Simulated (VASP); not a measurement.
# ZnSe (P4/nmm) in VASP: elastic constants with LDA

Aim: the elastic constants of ZnSe with LDA.

All numbers are computed with VASP 6.6.1; they aren't measurements. Logs are shortened: lines on timing, memory, paths and dates and some standing lists are left out, and cuts for length are marked.

## 1. The cell of the first run

Symmetry: P4/nmm, No. 129, tetragonal system. Conventional cell: a = 4.108 Å, b = 4.108 Å, c = 6.070 Å, α = 90.00°, β = 90.00°, γ = 90.00°. Within 3.4 Å of Zn (site symmetry -4m2) lie 4 Se at 2.54 Å and 4 Zn at 2.90 Å. Se (site symmetry 4mm) has 4 Zn at 2.54 Å within 3.4 Å.

## 2. Elastic constants, LDA

INCAR

```
SYSTEM = ZnSe
PREC = Accurate
ENCUT = 600
EDIFF = 1E-8
ISMEAR = 1
SIGMA = 0.1
LREAL = .False.
LASPH = .True.
NELM = 80
ALGO = Normal
ISIF = 3
LWAVE = .False.
LCHARG = .True.
GGA = CA
NBANDS = 26
IBRION = 6
NFREE = 2
POTIM = 0.015
NSW = 1
```

KPOINTS

```
regular mesh
0
Gamma
  6 6 4
  0 0 0
```

POSCAR

```
ZnSe
1.0
    4.1077020000      0.0000000000      0.0000000000
    0.0000000000      4.1077020000      0.0000000000
    0.0000000000      0.0000000000      6.0703500000
Zn Se
2 2
Direct
    0.0000000000      0.0000000000      0.0000000000
    0.5000000000      0.5000000000      0.0000000000
    0.0000000000      0.5000000000      0.2462800000
    0.5000000000      0.0000000000      0.7537200000
```

Potentials or basis: VASP PAW LDA potentials, release 64 (Zn, Se).

Started as:

```console
> cat potpaw_LDA.64/Zn/POTCAR potpaw_LDA.64/Se/POTCAR > POTCAR
> mpirun -np 1 vasp_std > vasp.out
```

OUTCAR:

```text
SYSTEM = ZnSe
   PREC = Accurate
   ENCUT = 600
   EDIFF = 1E-8
   ISMEAR = 1
   LREAL = .False.
   LASPH = .True.
   NELM = 80
   ISIF = 3
   GGA = CA
   IBRION = 6
   NFREE = 2
   POTIM = 0.015
   NSW = 1

 ion  position               nearest neighbor table
   1  0.000  0.000  0.000-   3 2.54   4 2.54   3 2.54   4 2.54   2 2.90   2 2.90   2 2.90   2 2.90

   2  0.500  0.500  0.000-   3 2.54   4 2.54   4 2.54   3 2.54   1 2.90   1 2.90   1 2.90   1 2.90

   3  0.000  0.500  0.246-   1 2.54   2 2.54   1 2.54   2 2.54
   4  0.500  0.000  0.754-   1 2.54   2 2.54   2 2.54   1 2.54

  LATTYP: Found a simple tetragonal cell.
 ALAT       =     4.1077020000
 C/A-ratio  =     1.4777970749

  Lattice vectors:

 A1 = (   4.1077020000,   0.0000000000,   0.0000000000)
 A2 = (   0.0000000000,   4.1077020000,   0.0000000000)
 A3 = (   0.0000000000,   0.0000000000,   6.0703500000)

Analysis of symmetry for initial positions (statically):
=====================================================================
 Subroutine PRICEL returns:
 Original cell was already a primitive cell.

 Routine SETGRP: Setting up the symmetry group for a
 simple tetragonal supercell.

 Subroutine GETGRP returns: Found 16 space group operations
 (whereof  8 operations were pure point group operations)
 out of a pool of 16 trial point group operations.

The static configuration has the point symmetry D_2d.
 The point group associated with its full space group is D_4h.

Analysis of symmetry for dynamics (positions and initial velocities):
=====================================================================
 Subroutine PRICEL returns:
 Original cell was already a primitive cell.

 Routine SETGRP: Setting up the symmetry group for a
 simple tetragonal supercell.

 Subroutine GETGRP returns: Found 16 space group operations
 (whereof  8 operations were pure point group operations)
 out of a pool of 16 trial point group operations.

The dynamic configuration has the point symmetry D_2d.
 The point group associated with its full space group is D_4h.

 Subroutine INISYM returns: Found 16 space group operations
 (whereof  8 operations are pure point group operations),
 and found     1 'primitive' translations

----------------------------------------------------------------------------------------

                                     Primitive cell

  volume of cell :     102.4263

  direct lattice vectors                    reciprocal lattice vectors
     4.107702000  0.000000000  0.000000000     0.243445118  0.000000000  0.000000000
     0.000000000  4.107702000  0.000000000     0.000000000  0.243445118  0.000000000
     0.000000000  0.000000000  6.070350000     0.000000000  0.000000000  0.164735147

  length of vectors
     4.107702000  4.107702000  6.070350000     0.243445118  0.243445118  0.164735147

  position of ions in fractional coordinates (direct lattice)
     0.000000000  0.000000000  0.000000000
     0.500000000  0.500000000  0.000000000
     0.000000000  0.500000000  0.246280000
     0.500000000  0.000000000  0.753720000

  ion indices of the primitive-cell ions
   primitive index   ion index
[... 122 lines left out ...]
  ext. energy  EPLUGINS =         0.00000000
  ---------------------------------------------------
  free energy    TOTEN  =       -13.83829528 eV

  energy without entropy =      -13.83873317  energy(sigma->0) =      -13.83844124

------------------------ aborting loop because EDIFF is reached ----------------------------------------

  FORCE on cell =-STRESS in cart. coord.  units (eV):
  Direction    XX          YY          ZZ          XY          YZ          ZX
  --------------------------------------------------------------------------------------
  -------------------------------------------------------------------------------------
  Total       -3.0273452     -3.0273452     -2.5479740      0.0000000      0.0000000      0.0000000
  in kB      -47.3544658    -47.3544658    -39.8560243      0.0000000      0.0000000      0.0000000
  external PRESSURE =     -44.8549853 kB  Pullay stress =       0.0000000 kB
[... 95 lines left out ...]
  FREE ENERGIE OF THE ION-ELECTRON SYSTEM (eV)
  ---------------------------------------------------
  free  energy   TOTEN  =       -13.8774893620 eV

  energy  without entropy=      -13.8779819174  energy(sigma->0) =      -13.87765355

[... ionic steps 4 to 18 ...]

--------------------------------------- Ionic step       19  -------------------------------------------

 number of electron      35.9999992 magnetization

------------------------ aborting loop because EDIFF is reached ----------------------------------------
[... 71 lines left out ...]
--------------------------------------- Ionic step       21  -------------------------------------------

 number of electron      35.9999992 magnetization

 Free energy of the ion-electron system (eV)
  ---------------------------------------------------
  ext. energy  EPLUGINS =         0.00000000
  ---------------------------------------------------
  free energy    TOTEN  =       -13.84610254 eV

  energy without entropy =      -13.84653102  energy(sigma->0) =      -13.84624537

 E-fermi :   0.5824     XC(G=0):  -9.0575

 val. band max:        0.5250240603   @ k =   0.0000   0.0000   0.0000
 cond. band min:       2.2634964945   @ k =   0.0000   0.0000   0.0000
 fundamental gap:      1.7384724342
 Fermi energy:         0.5824396158

 k-point     1 :       0.0000    0.0000    0.0000
  band No.  band energies     occupation
      1     -12.4107      2.00000
      2     -11.4809      2.00000
      3      -6.3299      2.00000
      4      -6.3079      2.00000
      5      -6.2386      2.00000
      6      -6.2386      2.00000
[... 685 lines left out ...]
     25       9.1181      0.00000
     26       9.1479      0.00000

 [... further k-points ...]

------------------------ aborting loop because EDIFF is reached ----------------------------------------

  FORCE on cell =-STRESS in cart. coord.  units (eV):
  Direction    XX          YY          ZZ          XY          YZ          ZX
  --------------------------------------------------------------------------------------
  -------------------------------------------------------------------------------------
  Total       -2.9138897     -2.9138897     -2.3452245      0.0000000      0.0000000      0.0000000
  in kB      -45.5797664    -45.5797664    -36.6845680      0.0000000      0.0000000      0.0000000
  external PRESSURE =     -42.6147003 kB  Pullay stress =       0.0000000 kB
[... 19 lines left out ...]
  FREE ENERGIE OF THE ION-ELECTRON SYSTEM (eV)
  ---------------------------------------------------
  free  energy   TOTEN  =       -13.8461025390 eV

  energy  without entropy=      -13.8465310197  energy(sigma->0) =      -13.84624537

 INTERNAL STRAIN TENSORS FROM STRAINED CELLS
 ============================================

 INTERNAL STRAIN TENSOR FOR ION    1 for displacements in x,y,z  (eV/Angst):
          X           Y           Z          XY          YZ          ZX
  --------------------------------------------------------------------------------
  x     0.00000     0.00000     0.00000     0.00000     0.00000    -3.76258
  y     0.00000     0.00000    -0.00000     0.00000     3.76271     0.00000
  z    -1.08295     1.08317     0.00000    -0.00001    -0.00004     0.00006

 INTERNAL STRAIN TENSORS FROM DISPLACED ATOMS
 ============================================

 INTERNAL STRAIN TENSOR FOR ION    1 for displacements in x,y,z  (eV/Angst):
          X           Y           Z          XY          YZ          ZX
  --------------------------------------------------------------------------------
  x     0.00000     0.00000     0.00000     0.00000     0.00000    -3.77348
  y     0.00000     0.00000     0.00000     0.00000     3.77348     0.00000
  z    -1.07899     1.07899     0.00000     0.00000     0.00000     0.00000

 INTERNAL STRAIN TENSOR FOR ION    4 for displacements in x,y,z  (eV/Angst):
          X           Y           Z          XY          YZ          ZX
  --------------------------------------------------------------------------------
  x     0.00000     0.00000     0.00000     0.00000     0.00000     5.30536
  y     0.00000     0.00000     0.00000     0.00000     5.30536     0.00000
  z     7.15673     7.15673    13.24939     0.00000     0.00000     0.00000

 Eigenvectors and eigenvalues of the dynamical matrix
 ----------------------------------------------------

   1 f  =    7.073768 THz    44.445793 2PiTHz  235.955493 cm-1    29.254739 meV
             X         Y         Z           dx          dy          dz
      0.000000  0.000000  0.000000    -0.000000    0.000000    0.523284
      2.053851  2.053851  0.000000     0.000000   -0.000000    0.523284
      0.000000  2.053851  1.495006    -0.000000   -0.000000   -0.475577
      2.053851  0.000000  4.575344     0.000000    0.000000   -0.475577
[... 71 lines left out ...]
  12 f/i=    0.011905 THz     0.074803 2PiTHz    0.397118 cm-1     0.049236 meV
             X         Y         Z           dx          dy          dz
      0.000000  0.000000  0.000000    -0.008613   -0.477484    0.000000
      2.053851  2.053851  0.000000    -0.008613   -0.477484    0.000000
      0.000000  2.053851  1.495006    -0.009405   -0.521389    0.000000
      2.053851  0.000000  4.575344    -0.009405   -0.521389    0.000000

--------------------------------------------------------------------------------------------------------

 ELASTIC MODULI CONTR FROM IONIC RELAXATION (kBar)
 Direction    XX          YY          ZZ          XY          YZ          ZX
 --------------------------------------------------------------------------------
 XX        -204.7687   -181.8649   -357.8912      0.0000     -0.0000      0.0000
 YY        -181.8649   -204.7687   -357.8912      0.0000     -0.0000      0.0000
 ZZ        -357.8912   -357.8912   -662.5711      0.0000     -0.0000      0.0000
 XY           0.0000      0.0000      0.0000      0.0000      0.0000      0.0000
 YZ          -0.0000     -0.0000     -0.0000      0.0000   -252.1265      0.0000
 ZX           0.0000      0.0000      0.0000      0.0000      0.0000   -252.1265
 --------------------------------------------------------------------------------

 TOTAL ELASTIC MODULI (kBar)
 Direction    XX          YY          ZZ          XY          YZ          ZX
 --------------------------------------------------------------------------------
 XX         659.3349     57.1372     -8.2279      0.0000     -0.0000      0.0000
 YY          57.1372    659.3349     -8.2279      0.0000     -0.0000      0.0000
 ZZ          -8.2279     -8.2279    -43.2019      0.0000     -0.0000      0.0000
 XY           0.0000      0.0000      0.0000    135.7375      0.0000      0.0000
 YZ          -0.0000     -0.0000     -0.0000      0.0000      4.3594      0.0000
 ZX           0.0000      0.0000      0.0000      0.0000      0.0000      4.3593
 --------------------------------------------------------------------------------
```

It took 14 min on 1 thread of Intel Xeon 6975P-C (Granite Rapids), shared host; peak memory 0.4 GiB.

What came out:

```yaml
Voigt_bulk_modulus: 15 GPa
Highest_phonon_frequency_at_Γ_LO-TO_splitting_left_out: 236 cm⁻¹
```

Phonon frequencies in cm⁻¹ (negative: imaginary):
```csv
q point,frequencies
"(0.000, 0.000, 0.000)",0 0 0 77 77 115 126 126 164 164 169 236
```

Elastic tensor in Voigt notation (GPa, in the Cartesian axes of the cell as first typed):
```
66  6 -1  0  0  0
 6 66 -1  0  0  0
-1 -1 -4  0  0  0
 0  0  0  0  0  0
 0  0  0  0  0  0
 0  0  0  0  0 14
```

Clamped-ion elastic tensor (GPa):
```
86 24 35  0  0  0
24 86 35  0  0  0
35 35 62  0  0  0
 0  0  0 26  0  0
 0  0  0  0 26  0
 0  0  0  0  0 14
```

Caveat: the cell is under stress, which shifts elastic constants; the elastic tensor has a negative eigenvalue, so either the cell is unstable as it stands or the mesh is too thin.
